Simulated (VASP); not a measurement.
# Hg (P1) in VASP: single point with r2SCAN

Aim: the single point of Hg with r2SCAN.

All numbers are computed with VASP 6.6.1; they aren't measurements. Logs are shortened: lines on timing, memory, paths and dates and some standing lists are left out, and cuts for length are marked.

## (1) The cell of the first run

The typed cell holds 6 atoms: a = 4.641 Å, b = 4.533 Å, c = 7.495 Å, α = 88.86°, β = 89.39°, γ = 119.08°.

## (2) Single point, r2SCAN

Contents of POSCAR:

```
Hg
1.0
    4.6405570000      0.0680390000      0.0234210000
   -2.2613550000      3.9280240000      0.0443730000
    0.0399290000      0.1104060000      7.4937420000
Hg
6
Direct
    0.9396330000      0.0169890000      0.2683630000
    0.0475150000      0.1320230000      0.7763780000
    0.5244780000      0.2198980000      0.9865350000
    0.3758580000      0.7336230000      0.2737350000
    0.4238900000      0.7238810000      0.7351230000
    0.6816120000      0.3381600000      0.5286610000
```

Contents of INCAR.step1:

```
PREC = Accurate
ENCUT = 520
ISMEAR = -1
SIGMA = 0.1
LREAL = F
LASPH = T
NELM = 100
NBANDS = 45
GGA = PE
ALGO = Normal
EDIFF = 1E-4
LWAVE = T
LCHARG = F
```

Contents of INCAR.step2:

```
PREC = Accurate
ENCUT = 520
EDIFF = 1E-6
ISMEAR = -1
SIGMA = 0.1
LREAL = F
LASPH = T
NELM = 100
ALGO = Normal
ISIF = 2
LWAVE = F
LCHARG = T
METAGGA = R2SCAN
LMIXTAU = T
LELF = T
LVHAR = T
NBANDS = 45
ISTART = 1
```

Contents of KPOINTS:

```
Automatic mesh
0
Gamma
  5 5 3
  0.5 0 0
```

Potentials or basis: VASP PAW PBE potentials, release 64 (Hg).

Launch:

```console
cat potpaw_PBE.64/Hg/POTCAR > POTCAR
cp INCAR.step1 INCAR
mpirun -np 1 vasp_std > vasp.out
cp INCAR.step2 INCAR
mpirun -np 1 vasp_std > vasp.out
```

OUTCAR:

```text
PREC = Accurate
   ENCUT = 520
   EDIFF = 1E-6
   ISMEAR = -1
   LREAL = F
   LASPH = T
   NELM = 100
   ISIF = 2
   METAGGA = R2SCAN
   ISTART = 1

 ion  position               nearest neighbor table
   1  0.940  0.017  0.268-   4 2.29   4 2.87   4 2.88   6 3.02   3 3.17   3 3.28   6 3.29   6 3.63
                             2 3.71   3 3.85   2 3.86
   2  0.048  0.132  0.776-   5 2.40   5 2.59   3 2.60   6 2.96   3 3.07   5 3.12   6 3.18   6 3.70
                             1 3.71   1 3.86
   3  0.524  0.220  0.987-   2 2.60   5 2.83   4 2.88   2 3.07   5 3.14   1 3.17   1 3.28   6 3.48
                             4 3.50   1 3.85
   4  0.376  0.734  0.274-   1 2.29   1 2.87   3 2.88   1 2.88   6 3.11   6 3.36   6 3.37   5 3.47
                             3 3.50
   5  0.424  0.724  0.735-   2 2.40   2 2.59   3 2.83   6 2.85   6 3.00   2 3.12   3 3.14   6 3.42
                             4 3.47
   6  0.682  0.338  0.529-   5 2.85   2 2.96   5 3.00   1 3.02   4 3.11   2 3.18   1 3.29   4 3.36
                             4 3.37   5 3.42   3 3.48   1 3.63   2 3.70

  LATTYP: Found a triclinic cell.
 ALAT       =     4.6512060461
 B/A-ratio  =     0.9978304146
 C/A-ratio  =     1.6113372655
 COS(alpha) =     0.0105887775
 COS(beta)  =     0.0299553280
 COS(gamma) =     0.5241308639

  Lattice vectors:

 A1 = (  -2.3792020000,  -3.9960630000,  -0.0677940000)
 A2 = (  -4.6405570000,  -0.0680390000,  -0.0234210000)
 A3 = (  -0.0399290000,  -0.1104060000,  -7.4937420000)

Analysis of symmetry for initial positions (statically):
=====================================================================
 Subroutine PRICEL returns:
 Original cell was already a primitive cell.

 Routine SETGRP: Setting up the symmetry group for a
 triclinic supercell.

 Subroutine GETGRP returns: Found  1 space group operations
 (whereof  1 operations were pure point group operations)
 out of a pool of  2 trial point group operations.

The static configuration has the point symmetry C_1 .

Analysis of symmetry for dynamics (positions and initial velocities):
=====================================================================
 Subroutine PRICEL returns:
 Original cell was already a primitive cell.

 Routine SETGRP: Setting up the symmetry group for a
 triclinic supercell.

 Subroutine GETGRP returns: Found  1 space group operations
 (whereof  1 operations were pure point group operations)
 out of a pool of  2 trial point group operations.

The dynamic configuration has the point symmetry C_1 .

 Subroutine INISYM returns: Found  1 space group operations
 (whereof  1 operations are pure point group operations),
 and found     1 'primitive' translations

----------------------------------------------------------------------------------------

                                     Primitive cell

  volume of cell :     137.7184

  direct lattice vectors                    reciprocal lattice vectors
     4.640557000  0.068039000  0.023421000     0.213701971  0.123061111 -0.002951742
    -2.261355000  3.928024000  0.044373000    -0.003683464  0.252502170 -0.003700511
     0.039929000  0.110406000  7.493742000    -0.000646095 -0.001879768  0.133475817

  length of vectors
     4.641114857  4.532666759  7.494661632     0.246619712  0.252556147  0.133490616

  position of ions in fractional coordinates (direct lattice)
     0.939633000  0.016989000  0.268363000
     0.047515000  0.132023000  0.776378000
     0.524478000  0.219898000  0.986535000
     0.375858000  0.733623000  0.273735000
     0.423890000  0.723881000  0.735123000
     0.681612000  0.338160000  0.528661000

  ion indices of the primitive-cell ions
   primitive index   ion index
                 1           1
                 2           2
                 3           3
                 4           4
                 5           5
                 6           6

----------------------------------------------------------------------------------------

 KPOINTS: Automatic mesh

Automatic generation of k-mesh.
 Grid dimensions read from file:
 generate k-points for:    5    5    3

 Generating k-lattice:

  Cartesian coordinates                     Fractional coordinates (reciprocal lattice)
     0.042740394  0.024612222 -0.000590348     0.200000000  0.000000000 -0.000000000
    -0.000736693  0.050500434 -0.000740102    -0.000000000  0.200000000 -0.000000000
    -0.000215365 -0.000626589  0.044491939    -0.000000000  0.000000000  0.333333333

  Length of vectors
     0.049323942  0.050511229  0.044496872

  Shift w.r.t. Gamma in fractional coordinates (k-lattice)
     0.500000000  0.000000000  0.000000000

 Subroutine IBZKPT returns following result:
 ===========================================

 Found     38 irreducible k-points:

 Following reciprocal coordinates:
            Coordinates               Weight
  0.100000 -0.000000  0.000000      2.000000
  0.300000 -0.000000 -0.000000      2.000000
  0.500000  0.000000  0.000000      1.000000
  0.100000  0.200000 -0.000000      2.000000
  0.300000  0.200000  0.000000      2.000000
  0.500000  0.200000  0.000000      2.000000
[... 16 lines left out ...]
 -0.100000  0.200000  0.333333      2.000000
  0.100000  0.400000  0.333333      2.000000
 [... further k-points ...]
   k-points           NKPTS =     38   k-points in BZ     NKDIM =     38   number of bands    NBANDS=     45
   number of dos      NEDOS =    301   number of ions     NIONS =      6
   total plane-waves  NPLWV =  72576
   dimension x,y,z NGX =    36 NGY =   36 NGZ =   56
   dimension x,y,z NGXF=    72 NGYF=   72 NGZF=  112
   ions per type =               6
   NGX,Y,Z   is equivalent  to a cutoff of  12.90, 13.20, 12.42 a.u.
   NGXF,Y,Z  is equivalent  to a cutoff of  25.79, 26.41, 24.84 a.u.
 SYSTEM =  unknown system
   PREC   = accura    normal or accurate (medium, high low for compatibility)
   ISTART =      1    job   : 0-new  1-cont  2-samecut
   ICHARG =      0    charge: 1-file 2-atom 10-const
   ISPIN  =      1    spin polarized calculation?
   LNONCOLLINEAR =      F non collinear calculations
   LSORBIT =      F    spin-orbit coupling
   LASPH  =      T    aspherical Exc in radial PAW
   ENCUT  =  520.0 eV  38.22 Ry    6.18 a.u.   8.63  8.43 13.94*2*pi/ulx,y,z
   NELM   =    100;   NELMIN=  2; NELMDL=  0     # of ELM steps
   EDIFF  = 0.1E-05   stopping-criterion for ELM
   LREAL  =      F    real-space projection
   EDIFFG = 0.1E-04   stopping-criterion for IOM
   NSW    =      0    number of steps for IOM
   IBRION =     -1    ionic relax: 0-MD 1-quasi-New 2-CG
   NFREE  =      0    steps in history (QN), initial steepest desc. (CG)
   ISIF   =      2    stress and relaxation
   ISYM   =      2    0-nonsym 1-usesym 2-fastsym
   POTIM  = 0.5000    time-step for ionic-motion
   TEBEG  =    0.0;   TEEND  =   0.0 temperature during run
   PSTRESS=    0.0 pullay stress
   NELECT =      72.0000    total number of electrons
   NUPDOWN=      -1.0000    fix difference up-down
   EMIN   =  10.00;   EMAX   =-10.00  energy-range for DOS
   EFERMI =   0.00;   METHOD = LEGACY
   ISMEAR =    -1;   SIGMA  =   0.10  broadening in eV -4-tet -1-fermi 0-gaus
   EFERMI_NEDOS =   21; number of points for ismear=-14 and -15
   IALGO  =     38    algorithm
   IMIX   =      4    mixing-type and parameters
     AMIX     =   0.40;   BMIX     =  1.00
     AMIX_MAG =   1.60;   BMIX_MAG =  1.00
  volume/ion in A,a.u.               =      22.95       154.89
  Fermi-wavevector in a.u.,A,eV,Ry     =   1.318828  2.492224 23.664729  1.739309
  Thomas-Fermi vector in A             =   2.448770
   LORBIT       =      0    0 simple, 1 ext, 2 COOP (PROOUT), +10 PAW based schemes
   METAGGA = R2SCAN    functional components
   LHFCALC =     F    Hartree Fock is set to
   AEXX    =    0.0000 exact exchange contribution
   IVDW    =     0    specifies the selected vdW correction
   LEPSILON=     F    determine dielectric tensor
   LRPA    =     F    only Hartree local field effects (RPA)
 non-spin polarized calculation
  energy-cutoff  :      520.00
  volume of cell :      137.72
 maximum number of plane-waves:      3733
 NGX is ok and might be reduce to    36
   NGX = 17   NGY = 17   NGZ = 27

 number of electron      72.0000002 magnetization

 Free energy of the ion-electron system (eV)
  ---------------------------------------------------
  ext. energy  EPLUGINS =         0.00000000
  ---------------------------------------------------
  free energy    TOTEN  =      -292.34397241 eV

  energy without entropy =     -292.27447706  energy(sigma->0) =     -292.30922473

 E-fermi :   3.2997     XC(G=0): -11.5600

 val. band max:        3.2776639406   @ k =   0.3000  -0.0000   0.3333
 cond. band min:       3.3143592906   @ k =   0.1000  -0.2000   0.3333
 fundamental gap:      0.0366953500
 Fermi energy:         3.2997387818

 k-point     1 :       0.1000   -0.0000    0.0000
  band No.  band energies     occupation
      1      -7.8077      2.00000
      2      -7.2528      2.00000
      3      -6.4918      2.00000
      4      -6.3929      2.00000
      5      -6.1985      2.00000
      6      -5.9858      2.00000
[... 37 lines left out ...]
     44       8.8844      0.00000
     45       9.3745      0.00000

 k-point     2 :       0.3000   -0.0000   -0.0000
  band No.  band energies     occupation
      1      -7.4851      2.00000
      2      -7.2450      2.00000
      3      -6.6989      2.00000
      4      -6.3509      2.00000
      5      -6.3165      2.00000
      6      -6.2004      2.00000
[... 37 lines left out ...]
     44       9.3159      0.00000
     45      11.4167      0.00000

 k-point     3 :       0.5000    0.0000    0.0000
  band No.  band energies     occupation
      1      -7.2925      2.00000
      2      -7.1964      2.00000
      3      -7.1237      2.00000
      4      -6.5623      2.00000
      5      -6.2052      2.00000
      6      -6.0914      2.00000
[... 37 lines left out ...]
     44      10.4783      0.00000
     45      11.3039      0.00000

 k-point     4 :       0.1000    0.2000   -0.0000
  band No.  band energies     occupation
      1      -7.5357      2.00000
      2      -7.2160      2.00000
      3      -6.6092      2.00000
      4      -6.4017      2.00000
      5      -6.2346      2.00000
      6      -6.1009      2.00000
[... 901 lines left out ...]
     44      10.0011      0.00000
     45      10.7316      0.00000

 k-point    23 :      -0.1000    0.2000    0.3333
  band No.  band energies     occupation
      1      -7.6719      2.00000
      2      -7.2505      2.00000
      3      -6.4681      2.00000
      4      -6.3069      2.00000
      5      -6.1796      2.00000
      6      -5.9990      2.00000
[... 37 lines left out ...]
     44       9.7988      0.00000
     45      10.1543      0.00000

 k-point    24 :       0.1000    0.4000    0.3333
  band No.  band energies     occupation
      1      -7.3022      2.00000
      2      -7.1650      2.00000
      3      -6.9893      2.00000
      4      -6.3502      2.00000
      5      -6.1560      2.00000
      6      -6.0456      2.00000
[... 37 lines left out ...]
     44       9.9478      0.00000
     45      11.4608      0.00000

 [... further k-points ...]

------------------------ aborting loop because EDIFF is reached ----------------------------------------

  FORCE on cell =-STRESS in cart. coord.  units (eV):
  Direction    XX          YY          ZZ          XY          YZ          ZX
  --------------------------------------------------------------------------------------
  -------------------------------------------------------------------------------------
  Total       24.0505728     23.2309651      8.8445408     11.1265605     -1.0548355      1.9440038
  in kB      279.7975790    270.2624936    102.8948919    129.4432653    -12.2716586     22.6159916
  external PRESSURE =     217.6516548 kB  Pullay stress =       0.0000000 kB

 VOLUME and BASIS-vectors are now :
 -----------------------------------------------------------------------------
  energy-cutoff  :      520.00
  volume of cell :      137.72
      direct lattice vectors                 reciprocal lattice vectors
     4.640557000  0.068039000  0.023421000     0.213701971  0.123061111 -0.002951742
    -2.261355000  3.928024000  0.044373000    -0.003683464  0.252502170 -0.003700511
     0.039929000  0.110406000  7.493742000    -0.000646095 -0.001879768  0.133475817

 POSITION                                       TOTAL-FORCE (eV/Angst)
 -----------------------------------------------------------------------------------
      4.33272      0.16029      2.03380         6.556211      3.673077     -0.234069
     -0.04705      0.60754      5.82495        -0.848699     -3.798534     -0.041493
      1.97599      1.00837      7.41488         1.107832      0.997767      1.656562
      0.09614      2.93748      2.09266        -6.303113     -4.326739      0.224915
      0.35949      2.95342      5.55087        -0.334936      2.658532     -0.902906
      2.41947      1.43304      3.99262        -0.177294      0.795897     -0.703009
 -----------------------------------------------------------------------------------
    total drift:                               -0.000406     -0.000345     -0.000387

  FREE ENERGIE OF THE ION-ELECTRON SYSTEM (eV)
  ---------------------------------------------------
  free  energy   TOTEN  =      -292.3439724133 eV

  energy  without entropy=     -292.2744770554  energy(sigma->0) =     -292.30922473
```

It took 21 min on 1 thread of Intel Xeon 8259CL, shared host; peak memory 0.37 GiB.

What came out:

- Free energy: -292.3440 eV
- Pressure: 21.8 GPa
- Largest force: 7.649 eV/Å
- Band gap on the k mesh: zero (bands 36 and 37 overlap by 3.08 eV)

Forces on the atoms (eV/Å):
```
Hg   6.556  3.673 -0.234
Hg  -0.849 -3.799 -0.041
Hg   1.108  0.998  1.657
Hg  -6.303 -4.327  0.225
Hg  -0.335  2.659 -0.903
Hg  -0.177  0.796 -0.703
```

Caveat: the stress differs along the axes, from 10 to 28 GPa; the PAW data sets were made with another functional, which shifts forces and pressure a little; spin-orbit coupling is left out, which moves the levels of the heavy elements.

The gap in the log of VASP goes by the Fermi energy; the results here count the filled bands.